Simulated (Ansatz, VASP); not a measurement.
**One calculation of AgBr, two programs**

INCAR

```
ALGO = Normal
EDIFF = 1E-6
ENCUT = 500
GGA = PS
GGA_COMPAT = F
ISIF = 2
ISMEAR = -1
LASPH = T
LCHARG = T
LMAXMIX = 4
LNONCOLLINEAR = T
LORBIT = 11
LORBMOM = T
LREAL = F
LSORBIT = T
LVHAR = T
LWAVE = F
MAGMOM = 0 0 0 0 0 0
NBANDS = 30
NELM = 200
PREC = Accurate
SIGMA = 0.01
```

Contents of KPOINTS:

```
k-points
0
Gamma
  8 8 8
```

POSCAR

```
AgBr
1.0
    2.7427185451      2.7427185451      0.0000000000
   -2.7427185451      2.7427185451      0.0000000000
    0.0000000000      2.7427185451      2.7427185451
Ag Br
1 1
Direct
    0.0000000000      0.0000000000      0.0000000000
    0.5000000000      0.5000000000      0.0000000000
```

Input for Ansatz:

```yaml
crystal:
  lattice:
    - [2.74271854509, 2.74271854509, 0.0]
    - [-2.74271854509, 2.74271854509, 0.0]
    - [0.0, 2.74271854509, 2.74271854509]
  atoms:
    - { symbol: Ag, position: [0.0, 0.0, 0.0] }
    - { symbol: Br, position: [0.5, 0.5, 0.0] }
kpoints:
  mp_grid: { grid: [8, 8, 8] }
scf:
  occupations: { method: fermi_dirac, width: 0.01 }
  convergence: { dr2_threshold: 1.0e-10 }
hamiltonian:
  xc: pbesol
  pseudopotentials: { kind: all_electron, lapw: { basis_error: 0.0005 } }
magnetization:
  noncollinear: true
  spin_orbit: true
output:
  forces: true
  stress: true
  eigenstates:
    kpoints:
      - [0.0, 0.0, 0.0]
      - [0.5, 0.0, 0.0]
      - [0.0, 0.5, 0.5]
      - [0.0, -0.5, 0.0]
      - [0.5, 0.0, 0.5]
      - [-0.5, -0.5, -0.5]
      - [-0.5, 0.5, 0.0]
      - [0.0, 0.0, -0.5]
  eigenvalues: true
```

Alike in both runs: task single point; functional PBEsol; k mesh 8 × 8 × 8; occupations fermi-dirac, width 0.01 eV; non-collinear spin, spin-orbit coupling.

```csv
,VASP,Ansatz
version,VASP 6.6.1,Ansatz 0.2.0
potentials or method,"VASP PAW PBE potentials, release 64 (Ag, Br), cutoff 500 eV",all-electron LAPW
```

Ansatz gave:

- pressure (GPa): 7.0

**Question.** Estimate VASP's values.

**Answer.** Pressure (GPa): 6.9.

VASP's potentials were made for PBE, not for PBEsol. Ansatz ran all-electron here, and VASP with PAW potentials.
